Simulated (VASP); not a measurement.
Write the native input for VASP 6.6.1 that does the following.

```yaml
Task: single point
Functional: PBE
Potentials_or_basis: VASP PAW PBE potentials, release 64 (C, Al, N)
Cutoff: 520 eV
k_mesh: 1 × 1 × 1, shifted
Occupations: fermi-dirac, width 0.2482 eV
Spin: no spin polarisation
Dipole_correction: no
Further_INCAR_settings: LREAL = Auto; ALGO = Normal; EDIFF = 1e-06; NBANDS = 56; ISYM = 0
```

The structure of Al7C6N7 lies in POSCAR:

```
Al7C6N7
1.0
    5.8984000000      0.2046430000     -0.2479320000
    0.2046430000      6.1394710000      0.1573230000
   -0.2479320000      0.1573230000      6.0818960000
C Al N
6 7 7
Direct
   -0.0905350365      0.4084511043      0.0755239344
    0.7387721427      0.4304982418      0.6269584320
    0.4975306201      0.9607140061      1.0489569950
    0.5366918269      0.2717789412      0.6344389973
   -0.0212805586      1.0068351403      0.2957404309
    0.9142565873      1.0843098608      0.8227839779
    0.3320068847      0.9721404972      0.2848771290
    0.4000601570      0.7139150243      0.7000368736
    0.6576727389      0.2371120791      0.9285619047
    0.8305128340      0.2266952541      0.4212062045
    0.6793668815      0.6661168529      0.0965416521
    0.3520598367      0.4119202763      0.2470892902
    0.2457870230      1.1964720833      0.8415727416
    0.8828842027      0.8346893501      0.3059811305
    0.8099212804      0.9182680007      0.7899577247
    0.2855121799      0.6201816058      0.4274069756
    0.0984801244      0.3314159622      0.0893959747
    0.5208832284      0.1813641023      0.4214402673
    0.7121455847      0.6429386003      0.6148274567
    0.4692085299      0.4697067281      0.0030886976
```

These files were run (other wordings do the same):

INCAR

```
ALGO = Normal
EDIFF = 1E-6
ENCUT = 520
GGA = PE
ISIF = 2
ISMEAR = -1
ISYM = 0
LASPH = T
LCHARG = F
LREAL = Auto
LWAVE = F
NBANDS = 56
NELM = 80
PREC = Accurate
SIGMA = 0.2482
```

KPOINTS

```
Automatic mesh
0
Gamma
  1 1 1
  0.25 0.25 0.25
```

Potentials or basis: VASP PAW PBE potentials, release 64 (C, Al, N).

Command:

```bash
$ cat potpaw_PBE.64/C/POTCAR potpaw_PBE.64/Al/POTCAR potpaw_PBE.64/N/POTCAR > POTCAR
$ mpirun -np 1 vasp_std > vasp.out
```

Results of the run:

The pressure is 15.4 GPa. The largest force is 7.137 eV/Å. The band gap on the k mesh is 0.33 eV.

Caveat: the k points lie up to 1.07 Å⁻¹ apart.

It took 37 s on 1 thread of Intel(R) Xeon(R) Platinum 8375C CPU @ 2.90GHz (Ice Lake) (shared host), peak memory 0.32 GiB.
